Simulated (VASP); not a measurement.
CsSi2:

```
Cs Si
1.0
     6.28191    0.00000    0.00000
    -3.14095    5.44029    0.00000
     0.00000    0.00000    4.44668
Cs Si
1 2
Direct
  0.33333 0.66667 0.00000
  0.00000 0.00000 0.25536
  0.00000 0.00000 0.74464
```

The cell was built from a structure type or drawn by symmetry, and may not be a known phase.

| Property | Result |
| --- | --- |
| Program | VASP 6.6.1 |
| Task | relaxation of cell and atoms |
| Functional | PBE |
| Potentials or basis | VASP PAW PBE potentials, release 64 (Cs_sv, Si) |
| Cutoff | 600 eV |
| k mesh | 9 × 9 × 10 |
| Occupations | gaussian, width 0.1 eV |
| Spin | no spin polarisation |

At the start: pressure 0.6 GPa; volume 50.66 Å³/atom.

Problem. Where does the relaxation end?

Solution. Over 8 steps the energy falls by 7.2 meV/atom and the volume is 52.60 Å³/atom (+3.8 %); space group P-6m2 (No. 187, to 0.1 Å) before and after.

Step by step:
```
step  energy change (eV)  largest force (eV/Å)  pressure (GPa)  volume (Å³)
   1              0.0000                0.6540            0.58       151.97
   2             -0.0074                0.2538           -0.33       156.03
   3             -0.0170                0.0910            0.03       154.20
   4             -0.0196                0.0942            0.21       154.79
   5             -0.0197                0.0675            0.18       154.72
   6             -0.0210                0.0376            0.10       156.05
   7             -0.0217                0.0055           -0.02       157.97
   8             -0.0217                0.0016           -0.01       157.80
```

Final structure:
```yaml
crystal:
  lattice:
    - [6.37808, 0.00000, 0.00000]
    - [-3.18904, 5.52358, 0.00000]
    - [0.00000, 0.00000, 4.47923]
  atoms:
    - { symbol: Cs, position: [0.33333, 0.66667, 0.00000] }
    - { symbol: Si, position: [0.00000, 0.00000, 0.25040] }
    - { symbol: Si, position: [0.00000, 0.00000, 0.74960] }
```
